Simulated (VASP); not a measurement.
# Cu (P6_3/mmc) in VASP: a series of runs

Runs on Cu. Level: PBEsol. Tasks: single point.

Everything below comes from runs of VASP 6.6.1. Logs are shortened: lines on timing, memory, paths and dates and some standing lists are left out, and cuts for length are marked.

## 1. The cell of the first run

Symmetry: P6_3/mmc, No. 194, hexagonal system. Conventional cell: a = 2.554 Å, b = 2.554 Å, c = 3.849 Å, α = 90.00°, β = 90.00°, γ = 120.00°. Within 3.2 Å of Cu (site symmetry -6m2) lie 12 Cu at 2.42 to 2.55 Å.

This isn't the form of Cu at room conditions, which is fcc.

## 2. Single point, PBEsol (10.87 Å³/atom)

The input, INCAR:

```
PREC = Accurate ; ENCUT = 520
EDIFF = 1E-7 ; ISMEAR = 0
SIGMA = 0.15 ; LREAL = F
LASPH = T ; NELM = 100
ALGO = Fast ; ISIF = 2
LWAVE = F ; LCHARG = T
GGA = PS ; LELF = T
LVHAR = T ; NBANDS = 18
```

The input, KPOINTS:

```
regular mesh
0
Gamma
  24 24 12
```

The input, POSCAR:

```
Cu
1.0
    2.5539643163      0.0000000000      0.0000000000
   -1.2769821582      2.2117979783      0.0000000000
    0.0000000000      0.0000000000      3.8485688282
Cu
2
Direct
    0.3333333333      0.6666666667      0.2500000000
    0.6666666667      0.3333333333      0.7500000000
```

Potentials or basis: VASP PAW PBE potentials, release 64 (Cu).

Run with:

```console
$ cat potpaw_PBE.64/Cu/POTCAR > POTCAR
$ mpirun -np 1 vasp_std > vasp.out
```

OUTCAR:

```text
PREC = Accurate
   ENCUT = 520
   EDIFF = 1E-7
   ISMEAR = 0
   LREAL = F
   LASPH = T
   NELM = 100
   ISIF = 2
   GGA = PS

 ion  position               nearest neighbor table
   1  0.333  0.667  0.250-   2 2.42   2 2.42   2 2.42   2 2.42   2 2.42   2 2.42
   2  0.667  0.333  0.750-   1 2.42   1 2.42   1 2.42   1 2.42   1 2.42   1 2.42

  LATTYP: Found a hexagonal cell.
 ALAT       =     2.5539643163
 C/A-ratio  =     1.5069000000

  Lattice vectors:

 A1 = (   2.5539643163,   0.0000000000,   0.0000000000)
 A2 = (  -1.2769821582,   2.2117979783,   0.0000000000)
 A3 = (   0.0000000000,   0.0000000000,   3.8485688282)

Analysis of symmetry for initial positions (statically):
=====================================================================
 Subroutine PRICEL returns:
 Original cell was already a primitive cell.

 Routine SETGRP: Setting up the symmetry group for a
 hexagonal supercell.

 Subroutine GETGRP returns: Found 24 space group operations
 (whereof 12 operations were pure point group operations)
 out of a pool of 24 trial point group operations.

The static configuration has the point symmetry D_3d.
 The point group associated with its full space group is D_6h.

Analysis of symmetry for dynamics (positions and initial velocities):
=====================================================================
 Subroutine PRICEL returns:
 Original cell was already a primitive cell.

 Routine SETGRP: Setting up the symmetry group for a
 hexagonal supercell.

 Subroutine GETGRP returns: Found 24 space group operations
 (whereof 12 operations were pure point group operations)
 out of a pool of 24 trial point group operations.

The dynamic configuration has the point symmetry D_3d.
 The point group associated with its full space group is D_6h.

 Subroutine INISYM returns: Found 24 space group operations
 (whereof 12 operations are pure point group operations),
 and found     1 'primitive' translations

----------------------------------------------------------------------------------------

                                     Primitive cell

  volume of cell :      21.7400

  direct lattice vectors                    reciprocal lattice vectors
     2.553964316  0.000000000  0.000000000     0.391548149  0.226060429  0.000000000
    -1.276982158  2.211797978  0.000000000     0.000000000  0.452120858  0.000000000
[... 78 lines left out ...]
   ICHARG =      2    charge: 1-file 2-atom 10-const
   ISPIN  =      1    spin polarized calculation?
   LNONCOLLINEAR =      F non collinear calculations
   LSORBIT =      F    spin-orbit coupling
   LASPH  =      T    aspherical Exc in radial PAW
   ENCUT  =  520.0 eV  38.22 Ry    6.18 a.u.   4.75  4.75  7.16*2*pi/ulx,y,z
   NELM   =    100;   NELMIN=  2; NELMDL= -5     # of ELM steps
   EDIFF  = 0.1E-06   stopping-criterion for ELM
   LREAL  =      F    real-space projection
   EDIFFG = 0.1E-05   stopping-criterion for IOM
   NSW    =      0    number of steps for IOM
   IBRION =     -1    ionic relax: 0-MD 1-quasi-New 2-CG
   NFREE  =      0    steps in history (QN), initial steepest desc. (CG)
   ISIF   =      2    stress and relaxation
   ISYM   =      2    0-nonsym 1-usesym 2-fastsym
   POTIM  = 0.5000    time-step for ionic-motion
   TEBEG  =    0.0;   TEEND  =   0.0 temperature during run
   PSTRESS=    0.0 pullay stress
   NELECT =      22.0000    total number of electrons
   NUPDOWN=      -1.0000    fix difference up-down
   EMIN   =  10.00;   EMAX   =-10.00  energy-range for DOS
   EFERMI =   0.00;   METHOD = LEGACY
   ISMEAR =     0;   SIGMA  =   0.15  broadening in eV -4-tet -1-fermi 0-gaus
   EFERMI_NEDOS =   21; number of points for ismear=-14 and -15
   IALGO  =     68    algorithm
   IMIX   =      4    mixing-type and parameters
     AMIX     =   0.40;   BMIX     =  1.00
     AMIX_MAG =   1.60;   BMIX_MAG =  1.00
  volume/ion in A,a.u.               =      10.87        73.35
  Fermi-wavevector in a.u.,A,eV,Ry     =   1.643599  3.105952 36.755020  2.701418
  Thomas-Fermi vector in A             =   2.733706
   LORBIT       =      0    0 simple, 1 ext, 2 COOP (PROOUT), +10 PAW based schemes
   GGA     = PS    functional components
   LHFCALC =     F    Hartree Fock is set to
   AEXX    =    0.0000 exact exchange contribution
   IVDW    =     0    specifies the selected vdW correction
   LEPSILON=     F    determine dielectric tensor
   LRPA    =     F    only Hartree local field effects (RPA)
 non-spin polarized calculation
 RMM-DIIS sequential band-by-band and
 Gauss-broadening in eV      SIGMA  =   0.15
  energy-cutoff  :      520.00
  volume of cell :       21.74
 maximum number of plane-waves:       602
 NGX is ok and might be reduce to    20
   NGX =  9   NGY =  9   NGZ = 15

 number of electron      21.9999981 magnetization

 Free energy of the ion-electron system (eV)
  ---------------------------------------------------
  ext. energy  EPLUGINS =         0.00000000
  ---------------------------------------------------
  free energy    TOTEN  =        -8.50767438 eV

  energy without entropy =       -8.50135996  energy(sigma->0) =       -8.50451717

 E-fermi :   8.4747     XC(G=0): -13.3952

 val. band max:        8.4711012489   @ k =   0.4583   0.0833   0.0000
 cond. band min:       8.4760341912   @ k =   0.3750   0.0833   0.5000
 fundamental gap:      0.0049329424
 Fermi energy:         8.4747124456

 k-point     1 :       0.0000    0.0000    0.0000
  band No.  band energies     occupation
      1      -1.5687      2.00000
      2       3.0047      2.00000
      3       5.2219      2.00000
      4       5.2219      2.00000
      5       5.4853      2.00000
      6       5.5359      2.00000
[... 481 lines left out ...]
      5       4.8915      2.00000
      6       5.4108      2.00000
[... 10 lines left out ...]
     17      21.2065      0.00000
     18      28.0078      0.00000

 [... further k-points ...]
[... 5 lines left out ...]
  --------------------------------------------------------------------------------------
  -------------------------------------------------------------------------------------
  Total        0.5050526      0.5050526      2.9277817     -0.0000000      0.0000000      0.0000000
  in kB       37.2209648     37.2209648    215.7693435     -0.0000000      0.0000000      0.0000000
  external PRESSURE =      96.7370910 kB  Pullay stress =       0.0000000 kB

 VOLUME and BASIS-vectors are now :
 -----------------------------------------------------------------------------
  energy-cutoff  :      520.00
  volume of cell :       21.74
      direct lattice vectors                 reciprocal lattice vectors
     2.553964316  0.000000000  0.000000000     0.391548149  0.226060429  0.000000000
    -1.276982158  2.211797978  0.000000000     0.000000000  0.452120858  0.000000000
     0.000000000  0.000000000  3.848568828     0.000000000  0.000000000  0.259836850

 POSITION                                       TOTAL-FORCE (eV/Angst)
 -----------------------------------------------------------------------------------
     -0.00000      1.47453      0.96214        -0.000000      0.000000      0.000000
      1.27698      0.73727      2.88643         0.000000     -0.000000      0.000000
 -----------------------------------------------------------------------------------
    total drift:                               -0.000000      0.000000     -0.000000

  FREE ENERGIE OF THE ION-ELECTRON SYSTEM (eV)
  ---------------------------------------------------
  free  energy   TOTEN  =        -8.5076743793 eV

  energy  without entropy=       -8.5013599553  energy(sigma->0) =       -8.50451717
```

OSZICAR:

```text
N       E                     dE             d eps       ncg     rms          rms(c)
DAV:   1     0.119461535170E+03    0.11946E+03   -0.10582E+04 16788   0.225E+03
DAV:   2    -0.461075676179E+01   -0.12407E+03   -0.11789E+03 15406   0.290E+02
DAV:   3    -0.106458057402E+02   -0.60350E+01   -0.58039E+01 17066   0.861E+01
DAV:   4    -0.107085832694E+02   -0.62778E-01   -0.62737E-01 18214   0.940E+00
[... 10 lines left out ...]
RMM:  15    -0.850767560854E+01   -0.98313E-06   -0.94531E-07 18435   0.148E-02    0.831E-03
RMM:  16    -0.850767475297E+01    0.85557E-06   -0.79291E-07 17844   0.155E-02    0.373E-03
RMM:  17    -0.850767456365E+01    0.18932E-06   -0.20681E-07 10524   0.667E-03    0.217E-03
RMM:  18    -0.850767442419E+01    0.13947E-06   -0.10714E-07  9883   0.415E-03    0.716E-04
RMM:  19    -0.850767437926E+01    0.44921E-07   -0.36211E-08  9352   0.184E-03
   1 F= -.85076744E+01 E0= -.85045172E+01  d E =-.631442E-02
```

stdout:

```text
POSCAR found type information on POSCAR Cu
 POSCAR found :  1 types and       2 ions
 scaLAPACK will be used
 -----------------------------------------------------------------------------
[... 30 lines left out ...]
 num prob  num prob  num prob  num prob  num prob  num prob  num prob  num prob  num prob  num prob  num prob RMM:  17    -0.850767456365E+01    0.18932E-06   -0.20681E-07 10524   0.667E-03    0.217E-03
 num prob  num prob  num prob  num prob WARNING in EDDRMM: call to ZHEGV failed, returncode =   6  3     17
 num prob  num prob  num prob  num prob  num prob  num prob  num prob  num prob RMM:  18    -0.850767442419E+01    0.13947E-06   -0.10714E-07  9883   0.415E-03    0.716E-04
 num prob  num prob WARNING in EDDRMM: call to ZHEGV failed, returncode =   6  3     16
 num prob  num prob  num prob  num prob  num prob  num prob WARNING in EDDRMM: call to ZHEGV failed, returncode =   6  3     16
```

Run time: 2 min. Hardware: 1 thread of Intel Xeon 6975P-C (Granite Rapids), shared host; peak memory 0.24 GiB.

Results:

```yaml
Free_energy: -8.5077 eV
Pressure: 9.7 GPa
Band_gap_on_the_k_mesh: zero (bands 11 and 12 overlap by 5.86 eV)
```

Stress tensor (GPa, compression positive):
```
 3.72  0.00  0.00
 0.00  3.72  0.00
 0.00  0.00 21.58
```

Levels at points of the mesh, in eV from the Fermi level:
```csv
k point,band 8,band 9,band 10,band 11,band 12,band 13,band 14,band 15
"(0.00, 0.00, 0.00)",-2.91,-2.91,-1.81,-1.81,-0.43,5.39,20.90,21.17
"(0.50, 0.00, 0.00)",-1.88,-1.70,-1.55,-0.20,1.39,8.57,9.32,11.66
"(0.00, 0.00, 0.50)",-3.38,-2.05,-2.05,-2.05,-2.05,15.36,15.36,21.69
"(0.50, 0.00, 0.50)",-2.07,-1.76,-1.76,0.29,0.29,5.10,5.10,16.06
```

Caveat: the cell stands under pressure; the PAW data sets were made with another functional, which shifts forces and pressure a little.

## 3. Single point, PBEsol (10.87 Å³/atom)

The input, INCAR:

```
PREC = Accurate
ENCUT = 520
EDIFF = 1E-7
ISMEAR = 0
SIGMA = 0.15
LREAL = F
LASPH = T
NELM = 100
ALGO = Fast
ISIF = 2
LWAVE = F
LCHARG = F
GGA = PS
NBANDS = 18
```

KPOINTS is that of step 2.

The input, POSCAR:

```
Cu
1.0
    2.4864103352      0.0000000000      0.0000000000
   -1.2432051676      2.1532945145      0.0000000000
    0.0000000000      0.0000000000      4.0605354218
Cu
2
Direct
    0.3333333333      0.6666666667      0.2500000000
    0.6666666667      0.3333333333      0.7500000000
```

Potentials or basis: VASP PAW PBE potentials, release 64 (Cu).

Run with:

```console
$ cat potpaw_PBE.64/Cu/POTCAR > POTCAR
$ mpirun -np 1 vasp_std > vasp.out
```

Run time: 1.7 min. Hardware: 1 thread of Intel Xeon 6975P-C (Granite Rapids), shared host; peak memory 0.24 GiB.

The run converged. Its results:

```
Free energy            : -8.5781 eV
Pressure               : 8.3 GPa
Band gap on the k mesh : zero (bands 11 and 12 overlap by 6.30 eV)
```

Stress tensor (GPa, compression positive):
```
8.03 0.00 0.00
0.00 8.03 0.00
0.00 0.00 8.81
```

Levels at points of the mesh, in eV from the Fermi level:
| k point | band 9 | band 10 | band 11 | band 12 | band 13 | band 14 |
| --- | --- | --- | --- | --- | --- | --- |
| (0.00, 0.00, 0.00) | -2.64 | -1.79 | -1.79 | -1.26 | 4.20 | 22.04 |
| (0.50, 0.00, 0.00) | -1.63 | -1.58 | 0.01 | 1.74 | 8.14 | 8.62 |
| (0.00, 0.00, 0.50) | -2.04 | -2.04 | -2.04 | -2.04 | 13.16 | 13.16 |
| (0.50, 0.00, 0.50) | -1.62 | -1.62 | 0.40 | 0.40 | 5.31 | 5.31 |

Caveat: the cell stands under pressure; the PAW data sets were made with another functional, which shifts forces and pressure a little.

## 4. Single point, PBEsol (11.32 Å³/atom)

This run uses another cell than the first one, of 11.32 Å³/atom.

The input, INCAR:

```
SYSTEM = Cu
PREC = Accurate
ENCUT = 520
EDIFF = 1E-6
ISMEAR = 0
SIGMA = 0.15
LREAL = .FALSE.
LASPH = .TRUE.
NELM = 60
ALGO = Fast
ISIF = 2
LWAVE = .FALSE.
LCHARG = .FALSE.
GGA = PS
NBANDS = 18
```

The input, KPOINTS:

```
Automatic mesh
0
G
  24 24 12
  0 0 0
```

The input, POSCAR:

```
Cu
1.0
    2.4868792053      0.0000000000      0.0000000000
   -1.2434396027      2.1537005679      0.0000000000
    0.0000000000      0.0000000000      4.2279433370
Cu
2
Direct
    0.3333333333      0.6666666667      0.2500000000
    0.6666666667      0.3333333333      0.7500000000
```

Run with:

```console
$ cat potpaw_PBE.64/Cu/POTCAR > POTCAR
$ mpirun -np 1 vasp_std > vasp.out
```

Wall time 74 s (1 thread of Intel Xeon 6975P-C (Granite Rapids), shared host); peak memory 0.24 GiB.

It converged, with:

* Free energy: -8.5909 eV
* Pressure: 1.2 GPa
* Band gap on the k mesh: zero (bands 11 and 12 overlap by 6.34 eV)

Stress tensor (GPa, compression positive):
```
 3.69  0.00  0.00
 0.00  3.69  0.00
 0.00  0.00 -3.72
```

Levels at points of the mesh, in eV from the Fermi level:
| k point | band 7 | band 8 | band 9 | band 10 | band 11 | band 12 | band 13 | band 14 | band 15 | band 16 |
| --- | --- | --- | --- | --- | --- | --- | --- | --- | --- | --- |
| (0.00, 0.00, 0.00) | -2.90 | -2.44 | -2.44 | -1.76 | -1.76 | -1.51 | 3.41 | 22.26 | 23.01 | 23.27 |
| (0.50, 0.00, 0.00) | -2.90 | -1.66 | -1.59 | -1.51 | 0.08 | 1.78 | 7.77 | 8.05 | 10.73 | 11.09 |
| (0.00, 0.00, 0.50) | -3.10 | -3.10 | -1.99 | -1.99 | -1.99 | -1.99 | 11.75 | 11.75 | 22.94 | 22.94 |
| (0.50, 0.00, 0.50) | -1.95 | -1.95 | -1.54 | -1.54 | 0.48 | 0.48 | 5.18 | 5.18 | 16.98 | 16.98 |

Caveat: the PAW data sets were made with another functional, which shifts forces and pressure a little.

## 5. The runs side by side

| cell | further INCAR settings | gap on the mesh (eV) | pressure (GPa) |
| --- | --- | --- | --- |
| a = 2.554, b = 2.554, c = 3.849 Å, angles 90.0, 90.0, 120.0°, 2 atoms | ALGO = Fast; EDIFF = 1e-07; NBANDS = 18 | none | 9.7 |
| a = 2.486, b = 2.486, c = 4.061 Å, angles 90.0, 90.0, 120.0°, 2 atoms | ALGO = Fast; EDIFF = 1e-07; NBANDS = 18 | none | 8.3 |
| a = 2.487, b = 2.487, c = 4.228 Å, angles 90.0, 90.0, 120.0°, 2 atoms | ALGO = Fast; EDIFF = 1e-06; NBANDS = 18 | none | 1.2 |

Alike in all rows: task single point; level PBEsol; potentials or basis VASP PAW PBE potentials, release 64 (Cu); no spin polarisation; k mesh 24 × 24 × 12; cutoff (eV) 520; smearing gaussian 0.15 eV.

Caveats: the PAW data sets were made with another functional, which shifts forces and pressure a little; the cell stands under pressure (at least some runs).

Total energies depend on the potentials used, so only differences within one code and one set of settings carry meaning.
